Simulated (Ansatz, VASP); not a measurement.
**CuO in VASP and in Ansatz**

INCAR

```
SYSTEM = CuO
PREC = Accurate
ENCUT = 520
EDIFF = 1E-7
ISMEAR = 0
SIGMA = 0.1
LREAL = .False.
LASPH = .True.
NELM = 100
ALGO = Normal
ISIF = 2
LWAVE = .False.
LCHARG = .False.
GGA = PE
NBANDS = 25
```

File KPOINTS:

```
regular mesh
0
Gamma
  16 16 10
  0 0 0
```

The input POSCAR:

```
CuO
1.0
    2.3446500000     -1.7134000000      0.0000000000
    2.3446500000      1.7134000000      0.0000000000
   -0.8605500000      0.0000000000      5.0594400000
Cu O
2 2
Direct
    0.0032000000      0.4968000000      0.0000000000
    0.4968000000      0.0032000000      0.5000000000
    0.5714000000      0.4056000000      0.2537000000
    0.4056000000      0.5714000000      0.7537000000
```

Input for Ansatz:

```yaml
crystal:
  lattice:
    - [2.34465, -1.7134, 0.0]
    - [2.34465, 1.7134, 0.0]
    - [-0.86055, 0.0, 5.05944]
  atoms:
    - { symbol: Cu, position: [0.0032, 0.4968, 0.0] }
    - { symbol: Cu, position: [0.4968, 0.0032, 0.5] }
    - { symbol: O, position: [0.5714, 0.4056, 0.2537] }
    - { symbol: O, position: [0.4056, 0.5714, 0.7537] }
basis:
  ecutwfc: 420
kpoints:
  mp_grid: { grid: [16, 16, 10] }
hamiltonian:
  xc: pbe
scf:
  occupations: { method: gaussian, width: 0.1 }
output:
  forces: true
  stress: true
  eigenvalues: true
```

Alike in both runs: task single point; functional PBE; k mesh 16 × 16 × 10; occupations gaussian, width 0.1 eV; no spin polarisation.

|  | VASP | Ansatz |
| --- | --- | --- |
| version | VASP 6.6.1 | Ansatz 0.2.0 |
| potentials or method | VASP PAW PBE potentials, release 64 (Cu, O), cutoff 520 eV | scalar-relativistic, plane waves, PAW |
| valence electrons in the cell | 34 | 50 |

|  | VASP | Ansatz | Ansatz less VASP |
| --- | --- | --- | --- |
| gap on the k mesh at the Fermi level (eV) | none | none | - |
| pressure (GPa) | 6.4 | 5.7 | -0.66 |
| traceless stress, the component that is largest in VASP (GPa) | -1.80 | -1.72 | +0.086 |
| rms of the force components (eV/Å) | 0.443 | 0.433 | -0.0110 |

Atom by atom the forces differ by 0.024 eV/Å (rms over components). A gap of «none» marks a metal or a gap that the smearing closes. VASP's potentials hold 34 valence electrons a cell and Ansatz's 50, so a difference there can come from the potentials and not from the codes.
